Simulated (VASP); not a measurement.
# Pt in VASP: a series of runs

Runs on Pt. Level: PBEsol. Tasks: single point.

Everything below comes from runs of VASP 6.6.1. Logs are shortened: lines on timing, memory, paths and dates and some standing lists are left out, and cuts for length are marked.

### 1 The cell of the first run

Symmetry: Im-3m, No. 229, cubic system. The conventional cell has a = 3.168 Å, b = 3.168 Å, c = 3.168 Å, α = 90.00°, β = 90.00°, γ = 90.00°. Within 3.6 Å of Pt (site symmetry m-3m) lie 14 Pt at 2.74 to 3.17 Å.

### 2 Single point, PBEsol (strain +0.015 along x and y, +0.015 along z)

The input, INCAR:

```
  ALGO = Fast
  EDIFF = 1E-6
  ENCUT = 520
  GGA = PS
  ISIF = 2
  ISMEAR = 0
  LASPH = True
  LCHARG = False
  LREAL = False
  LWAVE = False
  NBANDS = 11
  NELM = 100
  PREC = Accurate
  SIGMA = 0.15
```

The input, KPOINTS:

```
k-points
0
Gamma
  26 26 26
```

The input, POSCAR:

```
Pt
1.0
   -1.5838776602      1.5838776602      1.5838776602
    1.5838776602     -1.5838776602      1.5838776602
    1.5838776602      1.5838776602     -1.5838776602
Pt
1
Direct
    0.0000000000      0.0000000000      0.0000000000
```

Potentials or basis: VASP PAW PBE potentials, release 64 (Pt).

Command:

```bash
$ cat potpaw_PBE.64/Pt/POTCAR > POTCAR
$ mpirun -np 1 vasp_std > vasp.out
```

OUTCAR:

```text
EDIFF = 1E-6
   ENCUT = 520
   GGA = PS
   ISIF = 2
   ISMEAR = 0
   LASPH = True
   LREAL = False
   NELM = 100
   PREC = Accurate

 ion  position               nearest neighbor table
   1  0.000  0.000  0.000-

  LATTYP: Found a body centered cubic cell.
 ALAT       =     3.1677553204

  Lattice vectors:

 A1 = (  -1.5838776602,   1.5838776602,   1.5838776602)
 A2 = (   1.5838776602,  -1.5838776602,   1.5838776602)
 A3 = (   1.5838776602,   1.5838776602,  -1.5838776602)

Analysis of symmetry for initial positions (statically):
=====================================================================
 Subroutine PRICEL returns:
 Original cell was already a primitive cell.

 Routine SETGRP: Setting up the symmetry group for a
 body centered cubic supercell.

 Subroutine GETGRP returns: Found 48 space group operations
 (whereof 48 operations were pure point group operations)
 out of a pool of 48 trial point group operations.

The static configuration has the point symmetry O_h .

Analysis of symmetry for dynamics (positions and initial velocities):
=====================================================================
 Subroutine PRICEL returns:
 Original cell was already a primitive cell.

 Routine SETGRP: Setting up the symmetry group for a
 body centered cubic supercell.

 Subroutine GETGRP returns: Found 48 space group operations
 (whereof 48 operations were pure point group operations)
 out of a pool of 48 trial point group operations.

The dynamic configuration has the point symmetry O_h .

 Subroutine INISYM returns: Found 48 space group operations
 (whereof 48 operations are pure point group operations),
 and found     1 'primitive' translations

----------------------------------------------------------------------------------------

                                     Primitive cell

  volume of cell :      15.8937

  direct lattice vectors                    reciprocal lattice vectors
    -1.583877660  1.583877660  1.583877660     0.000000000  0.315680947  0.315680947
     1.583877660 -1.583877660  1.583877660     0.315680947  0.000000000  0.315680947
     1.583877660  1.583877660 -1.583877660     0.315680947  0.315680947  0.000000000

  length of vectors
     2.743356580  2.743356580  2.743356580     0.446440277  0.446440277  0.446440277

  position of ions in fractional coordinates (direct lattice)
     0.000000000  0.000000000  0.000000000

  ion indices of the primitive-cell ions
   primitive index   ion index
                 1           1

----------------------------------------------------------------------------------------

 KPOINTS: k-points

Automatic generation of k-mesh.
 Grid dimensions read from file:
 generate k-points for:   26   26   26

 Generating k-lattice:

  Cartesian coordinates                     Fractional coordinates (reciprocal lattice)
     0.000000000  0.012141575  0.012141575     0.038461538  0.000000000  0.000000000
     0.012141575  0.000000000  0.012141575     0.000000000  0.038461538  0.000000000
     0.012141575  0.012141575  0.000000000     0.000000000  0.000000000  0.038461538

  Length of vectors
     0.017170780  0.017170780  0.017170780

  Shift w.r.t. Gamma in fractional coordinates (k-lattice)
     0.000000000  0.000000000  0.000000000

 Subroutine IBZKPT returns following result:
 ===========================================

 Found    511 irreducible k-points:

 Following reciprocal coordinates:
            Coordinates               Weight
  0.000000  0.000000  0.000000      1.000000
  0.038462  0.000000  0.000000     12.000000
  0.076923  0.000000  0.000000     12.000000
  0.115385  0.000000  0.000000     12.000000
  0.153846  0.000000  0.000000     12.000000
  0.192308  0.000000  0.000000     12.000000
[... 16 lines left out ...]
  0.346154  0.038462  0.000000     48.000000
  0.384615  0.038462  0.000000     48.000000
 [... further k-points ...]
   k-points           NKPTS =    511   k-points in BZ     NKDIM =    511   number of bands    NBANDS=     11
   number of dos      NEDOS =    301   number of ions     NIONS =      1
   total plane-waves  NPLWV =   8000
   dimension x,y,z NGX =    20 NGY =   20 NGZ =   20
   dimension x,y,z NGXF=    40 NGYF=   40 NGZF=   40
   ions per type =               1
   NGX,Y,Z   is equivalent  to a cutoff of  12.12, 12.12, 12.12 a.u.
   NGXF,Y,Z  is equivalent  to a cutoff of  24.24, 24.24, 24.24 a.u.
 SYSTEM =  unknown system
   PREC   = accura    normal or accurate (medium, high low for compatibility)
   ISTART =      0    job   : 0-new  1-cont  2-samecut
   ICHARG =      2    charge: 1-file 2-atom 10-const
   ISPIN  =      1    spin polarized calculation?
   LNONCOLLINEAR =      F non collinear calculations
   LSORBIT =      F    spin-orbit coupling
   LASPH  =      T    aspherical Exc in radial PAW
   ENCUT  =  520.0 eV  38.22 Ry    6.18 a.u.   5.10  5.10  5.10*2*pi/ulx,y,z
   NELM   =    100;   NELMIN=  2; NELMDL= -5     # of ELM steps
   EDIFF  = 0.1E-05   stopping-criterion for ELM
   LREAL  =      F    real-space projection
   EDIFFG = 0.1E-04   stopping-criterion for IOM
   NSW    =      0    number of steps for IOM
   IBRION =     -1    ionic relax: 0-MD 1-quasi-New 2-CG
   NFREE  =      0    steps in history (QN), initial steepest desc. (CG)
   ISIF   =      2    stress and relaxation
   ISYM   =      2    0-nonsym 1-usesym 2-fastsym
   POTIM  = 0.5000    time-step for ionic-motion
   TEBEG  =    0.0;   TEEND  =   0.0 temperature during run
   PSTRESS=    0.0 pullay stress
   NELECT =      10.0000    total number of electrons
   NUPDOWN=      -1.0000    fix difference up-down
   EMIN   =  10.00;   EMAX   =-10.00  energy-range for DOS
   EFERMI =   0.00;   METHOD = LEGACY
   ISMEAR =     0;   SIGMA  =   0.15  broadening in eV -4-tet -1-fermi 0-gaus
   EFERMI_NEDOS =   21; number of points for ismear=-14 and -15
   IALGO  =     68    algorithm
   IMIX   =      4    mixing-type and parameters
     AMIX     =   0.40;   BMIX     =  1.00
     AMIX_MAG =   1.60;   BMIX_MAG =  1.00
  volume/ion in A,a.u.               =      15.89       107.26
  Fermi-wavevector in a.u.,A,eV,Ry     =   1.402813  2.650933 26.774702  1.967885
  Thomas-Fermi vector in A             =   2.525538
   LORBIT       =      0    0 simple, 1 ext, 2 COOP (PROOUT), +10 PAW based schemes
   GGA     = PS    functional components
   LHFCALC =     F    Hartree Fock is set to
   AEXX    =    0.0000 exact exchange contribution
   IVDW    =     0    specifies the selected vdW correction
   LEPSILON=     F    determine dielectric tensor
   LRPA    =     F    only Hartree local field effects (RPA)
 non-spin polarized calculation
 RMM-DIIS sequential band-by-band and
 Gauss-broadening in eV      SIGMA  =   0.15
  energy-cutoff  :      520.00
  volume of cell :       15.89
 maximum number of plane-waves:       442
   NGX = 11   NGY = 11   NGZ = 11

 number of electron      10.0000000 magnetization

 Free energy of the ion-electron system (eV)
  ---------------------------------------------------
  ext. energy  EPLUGINS =         0.00000000
  ---------------------------------------------------
  free energy    TOTEN  =        -6.83265440 eV

  energy without entropy =       -6.82239474  energy(sigma->0) =       -6.82752457

 E-fermi :   9.9263     XC(G=0): -13.3121

 val. band max:        9.9238220778   @ k =  -0.3846  -0.4615   0.1538
 cond. band min:       9.9279118170   @ k =  -0.3846  -0.4615   0.1154
 fundamental gap:      0.0040897391
 Fermi energy:         9.9263154252

 k-point     1 :       0.0000    0.0000    0.0000
  band No.  band energies     occupation
      1       0.4107      2.00000
      2       6.4580      2.00000
      3       6.4580      2.00000
      4       6.4580      2.00000
      5       8.9496      2.00000
      6       8.9496      2.00000
      7      26.9994      0.00000
      8      26.9994      0.00000
      9      26.9994      0.00000
     10      36.9349      0.00000
     11      36.9451      0.00000

 k-point     2 :       0.0385    0.0000    0.0000
  band No.  band energies     occupation
      1       0.4709      2.00000
      2       6.4343      2.00000
      3       6.4583      2.00000
      4       6.5060      2.00000
      5       8.9179      2.00000
      6       8.9511      2.00000
      7      27.0298      0.00000
      8      27.0507      0.00000
      9      27.0876      0.00000
     10      35.6380      0.00000
     11      36.0909      0.00000

 k-point     3 :       0.0769    0.0000    0.0000
  band No.  band energies     occupation
      1       0.6494      2.00000
      2       6.3651      2.00000
      3       6.4572      2.00000
      4       6.6489      2.00000
      5       8.8319      2.00000
      6       8.9561      2.00000
      7      27.1020      0.00000
      8      27.1699      0.00000
      9      27.3492      0.00000
     10      34.3609      0.00000
     11      34.8492      0.00000

 k-point     4 :       0.1154    0.0000    0.0000
  band No.  band energies     occupation
      1       0.9389      2.00000
      2       6.2563      2.00000
      3       6.4501      2.00000
      4       6.8834      2.00000
      5       8.7169      2.00000
      6       8.9655      2.00000
      7      27.1540      0.00000
      8      27.2373      0.00000
      9      27.7752      0.00000
     10      33.3316      0.00000
     11      33.5754      0.00000

 k-point     5 :       0.1538    0.0000    0.0000
  band No.  band energies     occupation
      1       1.3254      2.00000
      2       6.1166      2.00000
      3       6.4348      2.00000
      4       7.2042      2.00000
      5       8.6068      2.00000
      6       8.9808      2.00000
      7      27.0211      0.00000
      8      27.0781      0.00000
      9      28.3512      0.00000
     10      32.5818      0.00000
     11      32.6735      0.00000
[... 211 lines left out ...]
 k-point    21 :       0.2692    0.0385    0.0000
  band No.  band energies     occupation
      1       2.9667      2.00000
      2       5.5440      2.00000
      3       6.6406      2.00000
      4       8.5417      2.00000
      5       8.9348      2.00000
      6       9.1174      2.00000
      7      22.7458      0.00000
      8      25.2744      0.00000
      9      29.4809      0.00000
     10      31.1308      0.00000
     11      33.2081      0.00000

 k-point    22 :       0.3077    0.0385    0.0000
  band No.  band energies     occupation
      1       3.2466      2.00000
      2       5.3944      2.00000
      3       7.0464      2.00000
      4       8.6349      2.00000
      5       9.1602      2.00000
      6       9.4978      1.99995
      7      21.1400      0.00000
      8      24.6391      0.00000
      9      28.4022      0.00000
     10      32.0339      0.00000
     11      33.4719      0.00000

 k-point    23 :       0.3462    0.0385    0.0000
  band No.  band energies     occupation
      1       3.3846      2.00000
      2       5.2664      2.00000
      3       7.6334      2.00000
      4       8.7560      2.00000
      5       9.2178      2.00000
      6      10.0463      0.25809
      7      19.5797      0.00000
      8      24.0853      0.00000
      9      27.3790      0.00000
     10      32.9188      0.00000
     11      33.7475      0.00000

 k-point    24 :       0.3846    0.0385    0.0000
  band No.  band energies     occupation
      1       3.4267      2.00000
      2       5.1657      2.00000
      3       8.2461      2.00000
      4       8.9085      2.00000
      5       9.3279      2.00000
      6      10.5486      0.00000
      7      18.1423      0.00000
      8      23.6462      0.00000
      9      26.5163      0.00000
     10      33.6518      0.00000
     11      33.9968      0.00000

 [... further k-points ...]
[... 5 lines left out ...]
  --------------------------------------------------------------------------------------
  -------------------------------------------------------------------------------------
  Total       -1.1135343     -1.1135343     -1.1135343     -0.0000000     -0.0000000      0.0000000
  in kB     -112.2507626   -112.2507626   -112.2507626     -0.0000000     -0.0000000      0.0000000
  external PRESSURE =    -112.2507626 kB  Pullay stress =       0.0000000 kB

 VOLUME and BASIS-vectors are now :
 -----------------------------------------------------------------------------
  energy-cutoff  :      520.00
  volume of cell :       15.89
      direct lattice vectors                 reciprocal lattice vectors
    -1.583877660  1.583877660  1.583877660     0.000000000  0.315680947  0.315680947
     1.583877660 -1.583877660  1.583877660     0.315680947  0.000000000  0.315680947
     1.583877660  1.583877660 -1.583877660     0.315680947  0.315680947  0.000000000

 POSITION                                       TOTAL-FORCE (eV/Angst)
 -----------------------------------------------------------------------------------
      0.00000      0.00000      0.00000         0.000000      0.000000      0.000000
 -----------------------------------------------------------------------------------
    total drift:                                0.000000     -0.000000      0.000000

  FREE ENERGIE OF THE ION-ELECTRON SYSTEM (eV)
  ---------------------------------------------------
  free  energy   TOTEN  =        -6.8326544021 eV

  energy  without entropy=       -6.8223947385  energy(sigma->0) =       -6.82752457
```

Wall time 25 s (1 thread of Intel Xeon 6975P-C (Granite Rapids), shared host); peak memory 0.2 GiB.

Results:

| Item | Value |
| --- | --- |
| Free energy | -6.8327 eV |
| Pressure | -11.2 GPa |
| Band gap on the k mesh | zero (band 5 reaches 10.92 eV, above the bottom of band 6 at 8.79 eV) |

Levels at points of the mesh, in eV from the Fermi level:
```
           k point  band 3  band 4  band 5  band 6  band 7  band 8
(0.00, 0.00, 0.00)   -3.47   -3.47   -0.98   -0.98   17.07   17.07
(0.50, 0.00, 0.00)   -1.16   -0.66    0.21    1.03    6.20   13.22
(0.50, 0.50, 0.50)    0.51    0.51    0.51    7.58    7.58    7.58
```

Caveat: the cell differs from its parent crystal (strain +0.015 along x and y, +0.015 along z); the PAW data sets were made with another functional, which shifts forces and pressure a little; spin-orbit coupling is left out, which moves the levels of the heavy elements.

(Continued in part 2 of 2.)
